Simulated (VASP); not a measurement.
Wanted: the native input for a VASP 6.6.1 run.

```
Task                   : single point
Functional             : PBE
Potentials or basis    : VASP PAW PBE potentials, release 64 (Ti_sv, O)
Cutoff                 : 520 eV
k mesh                 : 10 × 10 × 10
Occupations            : gaussian, width 0.02 eV
Spin                   : no spin polarisation
Dipole correction      : no
Further INCAR settings : ALGO = Normal; EDIFF = 1e-07; NBANDS = 33
```

The structure of TiO2 lies in POSCAR:

```
TiO2
1.0
   -1.8996082691      1.8996082691      4.8485069402
    1.8996082691     -1.8996082691      4.8485069402
    1.8996082691      1.8996082691     -4.8485069402
Ti O
2 4
Direct
    0.0000000000      0.0000000000      0.0000000000
    0.7500000000      0.2500000000      0.5000000000
    0.2064947471      0.2064947471      0.0000000000
    0.9564947471      0.4564947471      0.5000000000
    0.5435052529      0.0435052529      0.5000000000
    0.7935052529      0.7935052529      0.0000000000
```

The input as run:

INCAR

```
PREC     = Accurate       # precision mode
ENCUT    = 520            # plane-wave cutoff, eV
EDIFF    = 1E-7           # SCF threshold, eV
ISMEAR   = 0              # smearing method
SIGMA    = 0.02           # smearing width, eV
LREAL    = False          # projectors in reciprocal space
LASPH    = True           # aspherical terms in the spheres
NELM     = 80             # most SCF steps
ALGO     = Normal         # electronic algorithm
ISIF     = 2              # what is computed and relaxed
LWAVE    = False          # write WAVECAR
LCHARG   = False          # write CHGCAR
GGA      = PE             # functional
NBANDS   = 33             # bands
```

KPOINTS

```
regular mesh
0
Gamma
  10 10 10
```

Potentials or basis: VASP PAW PBE potentials, release 64 (Ti_sv, O).

Run with:

```bash
$ cat potpaw_PBE.64/Ti_sv/POTCAR potpaw_PBE.64/O/POTCAR > POTCAR
$ mpirun -np 1 vasp_std > vasp.out
```

Results of the run:

| Quantity | Value |
| --- | --- |
| Pressure | 0.7 GPa |
| Largest force | 0.019 eV/Å |
| Band gap on the k mesh | 2.11 eV (least direct gap 2.41 eV) |

It took 7.7 min on 1 thread of Intel(R) Xeon(R) Platinum 8375C CPU @ 2.90GHz (Ice Lake), with other jobs on the host, peak memory 0.37 GiB.
